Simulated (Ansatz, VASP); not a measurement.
## Pt: VASP beside Ansatz

```xyz
1
Lattice="0.0000 1.9410 1.9410 1.9410 0.0000 1.9410 1.9410 1.9410 0.0000" Properties=species:S:1:pos:R:3 pbc="T T T"
Pt    0.0000    0.0000    0.0000
```

Alike in both runs: task single point; functional BLYP; k mesh 22 × 22 × 22; occupations fermi-dirac, width 0.05 eV; collinear spin.

|  | VASP | Ansatz |
| --- | --- | --- |
| version | VASP 6.6.1 | Ansatz 0.2.0 |
| potentials or method | VASP PAW PBE potentials, release 64 (Pt), cutoff 520 eV | plane waves (420 eV) with PAW, scalar-relativistic |
| valence electrons in the cell | 10 | 18 |

```tsv
	VASP	Ansatz	Ansatz less VASP
net moment per atom (μB)	0.00	0.00	-0.001
```

VASP's potentials were made for PBE, not for BLYP. VASP's potentials hold 10 valence electrons a cell and Ansatz's 18, so a difference there can come from the potentials and not from the codes. Ansatz's warnings: seeded moment not kept.

Spin-orbit coupling is off throughout.
